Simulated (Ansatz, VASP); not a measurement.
# Li2O in VASP and in Ansatz

Contents of INCAR:

```
SYSTEM = Li2O
  PREC = Accurate
  ENCUT = 650
  EDIFF = 1E-8
  ISMEAR = -1
  SIGMA = 0.03
  LREAL = .False.
  LASPH = .True.
  NELM = 120
  ALGO = Normal
  ISIF = 2
  LWAVE = .False.
  LCHARG = .False.
  GGA = PS
  LEFG = .True.
  NBANDS = 13
  GGA_COMPAT = .False.
```

The input KPOINTS:

```
regular mesh
0
Gamma
  9 9 9
  0 0 0
```

The input POSCAR:

```
Li2O
1.0
    0.0000000000      2.2864050000      2.3095000000
    2.2864050000      0.0000000000      2.3095000000
    2.2864050000      2.2864050000      0.0000000000
Li O
2 1
Direct
    0.2500000000      0.2500000000      0.2500000000
    0.7500000000      0.7500000000      0.7500000000
    0.0000000000      0.0000000000      0.0000000000
```

Input for Ansatz:

```yaml
crystal:
  lattice:
    - [0.0, 2.286405, 2.3095]
    - [2.286405, 0.0, 2.3095]
    - [2.286405, 2.286405, 0.0]
  atoms:
    - { symbol: Li, position: [0.25, 0.25, 0.25] }
    - { symbol: Li, position: [0.75, 0.75, 0.75] }
    - { symbol: O, position: [0.0, 0.0, 0.0] }
kpoints:
  mp_grid: { grid: [9, 9, 9] }
scf:
  occupations: { method: fermi_dirac, width: 0.03 }
hamiltonian:
  xc: pbesol
  pseudopotentials: { kind: paw }
output:
  forces: true
  stress: true
  eigenvalues: true
  efg: { contact_densities: true }
```

Change from the starting cell: equal xx and yy strain of -1 %, PAW files.

Alike in both runs: task electric field gradients; functional PBEsol; k mesh 9 × 9 × 9; occupations fermi-dirac, width 0.03 eV; no spin polarisation.

|  | VASP | Ansatz |
| --- | --- | --- |
| version | VASP 6.6.1 | Ansatz 0.2.0 |
| potentials or method | VASP PAW PBE potentials, release 64 (Li_sv, O) | PAW with Ansatz's default frozen-core files, scalar-relativistic |
| plane-wave cutoff (eV) | 650 | 420 |
| valence electrons in the cell | 12 | 12 |

|  | VASP | Ansatz | Ansatz less VASP |
| --- | --- | --- | --- |
| gap on the k mesh at the Fermi level (eV) | 4.94 | 4.96 | +0.012 |
| pressure (GPa) | -0.6 | -0.4 | +0.15 |
| traceless stress, the component that is largest in VASP (GPa) | -1.27 | -1.27 | -0.007 |
| size of Vzz on the site where it differs most (V/Å²) | 0.2 | 0.1 | -0.01 |

VASP's potentials were made for PBE, not for PBEsol.
